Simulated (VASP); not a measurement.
Input of a VASP 6.6.1 run:

Contents of POSCAR:

```
BiTe
1.0
    2.4832754671      1.4337197594      3.3172919545
   -2.4832754671      1.4337197594      3.3172919545
    0.0000000000     -2.8674395188      3.3172919545
Bi Te
1 1
Direct
    0.5000000000      0.5000000000      0.5000000000
    0.0000000000      0.0000000000      0.0000000000
```

Contents of INCAR.step1:

```
PREC = Accurate ; ENCUT = 520
ISMEAR = 0 ; SIGMA = 0.15
LREAL = False ; LASPH = True
NELM = 80 ; NBANDS = 18
GGA = PE ; ALGO = Normal
EDIFF = 1E-4 ; LWAVE = True
LCHARG = False
```

The input INCAR.step2:

```
PREC = Accurate ; ENCUT = 520
EDIFF = 1E-6 ; ISMEAR = 0
SIGMA = 0.15 ; LREAL = False
LASPH = True ; NELM = 80
ALGO = Normal ; ISIF = 2
LWAVE = False ; LCHARG = False
METAGGA = R2SCAN ; LMIXTAU = True
NBANDS = 18 ; ISTART = 1
```

KPOINTS

```
Automatic mesh
0
Gamma
  12 12 12
```

Potentials or basis: VASP PAW PBE potentials, release 64 (Bi_d, Te).

Run with:

```console
$ cat potpaw_PBE.64/Bi_d/POTCAR potpaw_PBE.64/Te/POTCAR > POTCAR
$ cp INCAR.step1 INCAR
$ mpirun -np 1 vasp_std > vasp.out
$ cp INCAR.step2 INCAR
$ mpirun -np 1 vasp_std > vasp.out
```

**Question.** Predict the band gap on the k mesh.

**Answer.** Zero (an odd number of electrons rules out a gap without spin polarisation).

**Question.** Predict the pressure.

**Answer.** -3.2 GPa.

Stress tensor (GPa, compression positive):
```
-3.64  0.00  0.00
 0.00 -3.64  0.00
 0.00  0.00 -2.17
```

Caveat: the cell differs from its parent crystal (strain +0.025 along x and y, +0.000 along z); the cell stands under tension; the PAW data sets were made with another functional, which shifts forces and pressure a little; spin-orbit coupling is left out, which moves the levels of the heavy elements.
